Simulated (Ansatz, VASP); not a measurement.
**Na3LaO3 in VASP and in Ansatz**

```xyz
7
Lattice="-2.3573 2.3573 5.5339 2.3573 -2.3573 5.5339 2.3573 2.3573 -5.5339" Properties=species:S:1:pos:R:3 pbc="T T T"
Na    2.3573    0.0000    1.6783
Na    0.0000    2.3573    1.6783
Na    0.0000    0.0000   -0.3422
La    0.0000    0.0000    4.3452
O     2.3573    0.0000    4.8782
O     0.0000    2.3573    4.8782
O     0.0000    0.0000    2.0759
```

Alike in both runs: functional PBE; k mesh 3 × 3 × 3; occupations gaussian, width 0.15 eV; no spin polarisation.

Ansatz relaxed the structure, and its values are those at the end. VASP's run is a single point on that final structure, the one shown.

|  | VASP | Ansatz |
| --- | --- | --- |
| version | VASP 6.6.1 | Ansatz 0.2.0 |
| potentials or method | VASP PAW PBE potentials, release 64 (Na_pv, La, O), cutoff 520 eV | scalar-relativistic, plane waves, PAW |
| valence electrons in the cell | 50 | 56 |

|  | VASP | Ansatz | Ansatz less VASP |
| --- | --- | --- | --- |
| gap on the k mesh at the Fermi level (eV) | 1.00 | 1.00 | +0.001 |
| least direct gap on the mesh (eV) | 1.00 | 1.00 | +0.001 |
| pressure (GPa) | 0.2 | 0.3 | +0.05 |
| rms of the force components (eV/Å) | 0.016 | 0.023 | +0.0064 |

VASP's potentials hold 50 valence electrons a cell and Ansatz's 56, so a difference there can come from the potentials and not from the codes.

The k mesh is coarse, so the values compare programs but aren't converged. Neither program's run includes spin-orbit coupling.
